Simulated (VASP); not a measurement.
# Si5Mo (P-6m2) in VASP: relaxation of cell and atoms with PBE

Aim: the relaxation of cell and atoms of Si5Mo with PBE.

All numbers are computed with VASP 6.6.1; they aren't measurements. Logs are shortened: lines on timing, memory, paths and dates and some standing lists are left out, and cuts for length are marked.

**1. The cell of the first run**

It takes space group P-6m2 (No. 187, hexagonal). The conventional cell has a = 2.949 Å, b = 2.949 Å, c = 11.868 Å, α = 90.00°, β = 90.00°, γ = 120.00°. Si (site symmetry 3m) has 3 Mo at 2.57 Å and 9 Si at 2.61 to 2.95 Å within 3.4 Å. Within 3.4 Å of Si (site symmetry 3m) lie 12 Si at 2.61 to 2.95 Å. Within 3.5 Å of Si (site symmetry -6m2) lie 12 Si at 2.65 to 2.95 Å. Within 3.4 Å of Mo (site symmetry -6m2) lie 6 Si at 2.57 Å and 6 Mo at 2.95 Å.

The cell was built from a structure type or drawn by symmetry, and may not be a known phase.

**2. Relaxation of cell and atoms, PBE**

Input file INCAR:

```
PREC     = Accurate       # precision mode
ENCUT    = 600            # plane-wave cutoff, eV
EDIFF    = 1E-6           # SCF threshold, eV
ISMEAR   = 0              # smearing method
SIGMA    = 0.1            # smearing width, eV
LREAL    = False          # projectors in reciprocal space
LASPH    = True           # aspherical terms in the spheres
NELM     = 60             # most SCF steps
ALGO     = Normal         # electronic algorithm
ISIF     = 3              # what is computed and relaxed
LWAVE    = False          # write WAVECAR
LCHARG   = False          # write CHGCAR
GGA      = PE             # functional
IBRION   = 2              # ionic algorithm
NSW      = 100            # ionic steps
EDIFFG   = -0.01          # ionic threshold
```

Input file KPOINTS:

```
Automatic mesh
0
Gamma
  12 12 4
```

Input file POSCAR:

```
Si5Mo
1.0
    2.9491082376      0.0000000000      0.0000000000
   -1.4745541188      2.5540026523      0.0000000000
    0.0000000000      0.0000000000     11.8684415366
Si Mo
5 1
Direct
    0.6666666667      0.3333333333      0.8372958515
    0.0000000000      0.0000000000      0.6708378666
    0.6666666667      0.3333333333      0.5000000000
    0.0000000000      0.0000000000      0.3291621334
    0.6666666667      0.3333333333      0.1627041485
    0.0000000000      0.0000000000      0.0000000000
```

Potentials or basis: VASP PAW PBE potentials, release 64 (Si, Mo_sv).

Command:

```sh
cat potpaw_PBE.64/Si/POTCAR potpaw_PBE.64/Mo_sv/POTCAR > POTCAR
mpirun -np 1 vasp_std > vasp.out
```

OUTCAR:

```text
PREC = Accurate
   ENCUT = 600
   EDIFF = 1E-6
   ISMEAR = 0
   LREAL = False
   LASPH = True
   NELM = 60
   ISIF = 3
   GGA = PE
   IBRION = 2
   NSW = 100
   EDIFFG = -0.01

 ion  position               nearest neighbor table
   1  0.667  0.333  0.837-   6 2.57   6 2.57   6 2.57   2 2.61   2 2.61   2 2.61
   2  0.000  0.000  0.671-   1 2.61   1 2.61   1 2.61   3 2.65   3 2.65   3 2.65
   3  0.667  0.333  0.500-   2 2.65   4 2.65   2 2.65   4 2.65   2 2.65   4 2.65
   4  0.000  0.000  0.329-   5 2.61   5 2.61   5 2.61   3 2.65   3 2.65   3 2.65
   5  0.667  0.333  0.163-   6 2.57   6 2.57   6 2.57   4 2.61   4 2.61   4 2.61
   6  0.000  0.000  0.000-   1 2.57   5 2.57   1 2.57   5 2.57   1 2.57   5 2.57

  LATTYP: Found a hexagonal cell.
 ALAT       =     2.9491082376
 C/A-ratio  =     4.0244170713

  Lattice vectors:

 A1 = (   2.9491082376,   0.0000000000,   0.0000000000)
 A2 = (  -1.4745541188,   2.5540026523,   0.0000000000)
 A3 = (   0.0000000000,   0.0000000000,  11.8684415366)

Analysis of symmetry for initial positions (statically):
=====================================================================
 Subroutine PRICEL returns:
 Original cell was already a primitive cell.

 Routine SETGRP: Setting up the symmetry group for a
 hexagonal supercell.

 Subroutine GETGRP returns: Found 12 space group operations
 (whereof 12 operations were pure point group operations)
 out of a pool of 24 trial point group operations.

The static configuration has the point symmetry D_3h.

Analysis of symmetry for dynamics (positions and initial velocities):
=====================================================================
 Subroutine PRICEL returns:
 Original cell was already a primitive cell.

 Routine SETGRP: Setting up the symmetry group for a
 hexagonal supercell.

 Subroutine GETGRP returns: Found 12 space group operations
 (whereof 12 operations were pure point group operations)
 out of a pool of 24 trial point group operations.

The dynamic configuration has the point symmetry D_3h.

 Subroutine INISYM returns: Found 12 space group operations
 (whereof 12 operations are pure point group operations),
 and found     1 'primitive' translations

----------------------------------------------------------------------------------------

                                     Primitive cell

  volume of cell :      89.3935

  direct lattice vectors                    reciprocal lattice vectors
     2.949108238  0.000000000  0.000000000     0.339085554  0.195771136  0.000000000
    -1.474554119  2.554002652  0.000000000     0.000000000  0.391542272  0.000000000
     0.000000000  0.000000000 11.868441537     0.000000000  0.000000000  0.084257061

  length of vectors
     2.949108238  2.949108238 11.868441537     0.391542272  0.391542272  0.084257061

  position of ions in fractional coordinates (direct lattice)
     0.666666667  0.333333333  0.837295852
     0.000000000  0.000000000  0.670837867
     0.666666667  0.333333333  0.500000000
     0.000000000  0.000000000  0.329162133
     0.666666667  0.333333333  0.162704148
     0.000000000  0.000000000  0.000000000

  ion indices of the primitive-cell ions
   primitive index   ion index
                 1           1
                 2           2
                 3           3
                 4           4
                 5           5
                 6           6

----------------------------------------------------------------------------------------

 KPOINTS: Automatic mesh

Automatic generation of k-mesh.
 Grid dimensions read from file:
 generate k-points for:   12   12    4

 Generating k-lattice:

  Cartesian coordinates                     Fractional coordinates (reciprocal lattice)
     0.028257129  0.016314261  0.000000000     0.083333333  0.000000000  0.000000000
     0.000000000  0.032628523  0.000000000     0.000000000  0.083333333  0.000000000
     0.000000000  0.000000000  0.021064265     0.000000000  0.000000000  0.250000000

  Length of vectors
     0.032628523  0.032628523  0.021064265

  Shift w.r.t. Gamma in fractional coordinates (k-lattice)
     0.000000000  0.000000000  0.000000000

 Subroutine IBZKPT returns following result:
 ===========================================

 Found     57 irreducible k-points:

 Following reciprocal coordinates:
            Coordinates               Weight
  0.000000  0.000000  0.000000      1.000000
  0.083333  0.000000  0.000000      6.000000
  0.166667  0.000000  0.000000      6.000000
  0.250000  0.000000  0.000000      6.000000
  0.333333  0.000000  0.000000      6.000000
  0.416667  0.000000  0.000000      6.000000
[... 16 lines left out ...]
  0.250000  0.000000  0.250000     12.000000
  0.333333  0.000000  0.250000     12.000000
 [... further k-points ...]
   k-points           NKPTS =     57   k-points in BZ     NKDIM =     57   number of bands    NBANDS=     21
   number of dos      NEDOS =    301   number of ions     NIONS =      6
   total plane-waves  NPLWV =  55296
   dimension x,y,z NGX =    24 NGY =   24 NGZ =   96
   dimension x,y,z NGXF=    48 NGYF=   48 NGZF=  192
   ions per type =               5   1
   NGX,Y,Z   is equivalent  to a cutoff of  13.53, 13.53, 13.45 a.u.
   NGXF,Y,Z  is equivalent  to a cutoff of  27.06, 27.06, 26.89 a.u.
 SYSTEM =  unknown system
   PREC   = accura    normal or accurate (medium, high low for compatibility)
   ISTART =      0    job   : 0-new  1-cont  2-samecut
   ICHARG =      2    charge: 1-file 2-atom 10-const
   ISPIN  =      1    spin polarized calculation?
   LNONCOLLINEAR =      F non collinear calculations
   LSORBIT =      F    spin-orbit coupling
   LASPH  =      T    aspherical Exc in radial PAW
   ENCUT  =  600.0 eV  44.10 Ry    6.64 a.u.   5.89  5.89 23.70*2*pi/ulx,y,z
   NELM   =     60;   NELMIN=  2; NELMDL= -5     # of ELM steps
   EDIFF  = 0.1E-05   stopping-criterion for ELM
   LREAL  =      F    real-space projection
   EDIFFG = -.1E-01   stopping-criterion for IOM
   NSW    =    100    number of steps for IOM
   IBRION =      2    ionic relax: 0-MD 1-quasi-New 2-CG
   NFREE  =      1    steps in history (QN), initial steepest desc. (CG)
   ISIF   =      3    stress and relaxation
   ISYM   =      2    0-nonsym 1-usesym 2-fastsym
   POTIM  = 0.5000    time-step for ionic-motion
   TEBEG  =    0.0;   TEEND  =   0.0 temperature during run
   PSTRESS=    0.0 pullay stress
   NELECT =      34.0000    total number of electrons
   NUPDOWN=      -1.0000    fix difference up-down
   EMIN   =  10.00;   EMAX   =-10.00  energy-range for DOS
   EFERMI =   0.00;   METHOD = LEGACY
   ISMEAR =     0;   SIGMA  =   0.10  broadening in eV -4-tet -1-fermi 0-gaus
   EFERMI_NEDOS =   21; number of points for ismear=-14 and -15
   IALGO  =     38    algorithm
   IMIX   =      4    mixing-type and parameters
     AMIX     =   0.40;   BMIX     =  1.00
     AMIX_MAG =   1.60;   BMIX_MAG =  1.00
  volume/ion in A,a.u.               =      14.90       100.54
  Fermi-wavevector in a.u.,A,eV,Ry     =   1.186131  2.241462 19.142119  1.406906
  Thomas-Fermi vector in A             =   2.322310
   LORBIT       =      0    0 simple, 1 ext, 2 COOP (PROOUT), +10 PAW based schemes
   GGA     = PE    functional components
   LHFCALC =     F    Hartree Fock is set to
   AEXX    =    0.0000 exact exchange contribution
   IVDW    =     0    specifies the selected vdW correction
   LEPSILON=     F    determine dielectric tensor
   LRPA    =     F    only Hartree local field effects (RPA)
 conjugate gradient relaxation of ions
 non-spin polarized calculation
 Gauss-broadening in eV      SIGMA  =   0.10
  energy-cutoff  :      600.00
  volume of cell :       89.39
 maximum number of plane-waves:      3004
 NGX is ok and might be reduce to    24
   NGX = 11   NGY = 11   NGZ = 47

--------------------------------------- Ionic step        1  -------------------------------------------

 number of electron      34.0000002 magnetization

 Free energy of the ion-electron system (eV)
  ---------------------------------------------------
  ext. energy  EPLUGINS =         0.00000000
  ---------------------------------------------------
  free energy    TOTEN  =       -35.98897748 eV

  energy without entropy =      -35.97377824  energy(sigma->0) =      -35.98137786

------------------------ aborting loop because EDIFF is reached ----------------------------------------

  FORCE on cell =-STRESS in cart. coord.  units (eV):
  Direction    XX          YY          ZZ          XY          YZ          ZX
  --------------------------------------------------------------------------------------
  -------------------------------------------------------------------------------------
  Total       -0.4200103     -0.4200103      0.8820544      0.0000000      0.0000000      0.0000000
  in kB       -7.5277426     -7.5277426     15.8088476      0.0000000      0.0000000      0.0000000
  external PRESSURE =       0.2511208 kB  Pullay stress =       0.0000000 kB
[... 101 lines left out ...]
  FREE ENERGIE OF THE ION-ELECTRON SYSTEM (eV)
  ---------------------------------------------------
  free  energy   TOTEN  =       -36.0113101210 eV

  energy  without entropy=      -36.0029262054  energy(sigma->0) =      -36.00711816

[... ionic steps 4 to 10 ...]

--------------------------------------- Ionic step       11  -------------------------------------------

 number of electron      34.0000001 magnetization

------------------------ aborting loop because EDIFF is reached ----------------------------------------
[... 75 lines left out ...]
--------------------------------------- Ionic step       13  -------------------------------------------

 number of electron      34.0000000 magnetization

 Free energy of the ion-electron system (eV)
  ---------------------------------------------------
  ext. energy  EPLUGINS =         0.00000000
  ---------------------------------------------------
  free energy    TOTEN  =       -36.01835002 eV

  energy without entropy =      -36.00901319  energy(sigma->0) =      -36.01368160

 E-fermi :  10.2735     XC(G=0): -11.5005

 val. band max:       10.2483824587   @ k =   0.2500   0.2500   0.0000
 cond. band min:      10.2802786227   @ k =   0.1667   0.0833   0.0000
 fundamental gap:      0.0318961640
 Fermi energy:        10.2735497639

 k-point     1 :       0.0000    0.0000    0.0000
  band No.  band energies     occupation
      1     -50.3661      2.00000
      2     -24.5741      2.00000
      3     -24.0735      2.00000
      4     -24.0735      2.00000
      5      -3.4924      2.00000
      6      -2.7344      2.00000
[... 565 lines left out ...]
     20      12.0295      0.00000
     21      12.7544      0.00000

 [... further k-points ...]

------------------------ aborting loop because EDIFF is reached ----------------------------------------

  FORCE on cell =-STRESS in cart. coord.  units (eV):
  Direction    XX          YY          ZZ          XY          YZ          ZX
  --------------------------------------------------------------------------------------
  -------------------------------------------------------------------------------------
  Total        0.0122143      0.0122143     -0.0413304      0.0000000     -0.0000000      0.0000000
  in kB        0.2196604      0.2196604     -0.7432822      0.0000000     -0.0000000      0.0000000
  external PRESSURE =      -0.1013205 kB  Pullay stress =       0.0000000 kB
[... 21 lines left out ...]
  FREE ENERGIE OF THE ION-ELECTRON SYSTEM (eV)
  ---------------------------------------------------
  free  energy   TOTEN  =       -36.0183500211 eV

  energy  without entropy=      -36.0090131865  energy(sigma->0) =      -36.01368160

 reached required accuracy - stopping structural energy minimisation
```

Run time: 14 min. Hardware: 1 thread of Intel Xeon 6975P-C (Granite Rapids), shared host; peak memory 0.3 GiB.

What came out:

```yaml
Free_energy: -36.0184 eV
Relaxed_volume: 14.85 Å³/atom
Relaxed_cell: a = 2.908 Å, b = 2.908 Å, c = 12.164 Å, α = 90.00°, β = 90.00°, γ = 120.00°
Space_group_after_relaxing_to_0.1_Å: P-6m2 (No. 187)
Energy_gained_by_relaxing: 4.9 meV/atom
Ionic_steps: 13
Pressure_after_relaxing: 0.0 GPa
Largest_force_after_relaxing: 0.006 eV/Å
Band_gap_on_the_k_mesh: zero (bands 17 and 18 overlap by 4.34 eV)
```

Forces in eV/Å, atoms in the order of the input:
```
Si   0.000  0.000  0.006
Si   0.000  0.000  0.002
Si   0.000  0.000  0.000
Si   0.000  0.000 -0.002
Si   0.000  0.000 -0.006
Mo   0.000  0.000  0.000
```

The path:
| step | energy change (eV) | largest force (eV/Å) | pressure (GPa) | volume (Å³) |
| --- | --- | --- | --- | --- |
| 1 | 0.0000 | 0.0718 | 0.03 | 89.39 |
| 2 | -0.0091 | 0.0759 | -0.22 | 89.42 |
| 3 | -0.0223 | 0.1414 | -0.92 | 89.46 |
| 4 | -0.0229 | 0.1231 | -0.72 | 89.46 |
| 5 | -0.0234 | 0.1303 | -0.81 | 89.46 |
| 6 | -0.0245 | 0.1078 | 0.72 | 88.35 |
| 7 | -0.0258 | 0.1184 | 0.05 | 88.82 |
| 8 | -0.0275 | 0.0806 | 0.19 | 88.80 |
| 9 | -0.0282 | 0.0341 | 0.36 | 88.77 |
| 10 | -0.0289 | 0.0444 | -0.18 | 89.18 |
| 11 | -0.0289 | 0.0428 | -0.14 | 89.15 |
| 12 | -0.0293 | 0.0234 | -0.07 | 89.12 |
| 13 | -0.0294 | 0.0065 | -0.01 | 89.09 |

Final structure:
```yaml
crystal:
  lattice:
    - [2.90811, 0.00000, 0.00000]
    - [-1.45406, 2.51850, 0.00000]
    - [0.00000, 0.00000, 12.16391]
  atoms:
    - { symbol: Si, position: [0.66667, 0.33333, 0.83938] }
    - { symbol: Si, position: [0.00000, 0.00000, 0.67374] }
    - { symbol: Si, position: [0.66667, 0.33333, 0.50000] }
    - { symbol: Si, position: [0.00000, 0.00000, 0.32626] }
    - { symbol: Si, position: [0.66667, 0.33333, 0.16062] }
    - { symbol: Mo, position: [0.00000, 0.00000, 0.00000] }
```
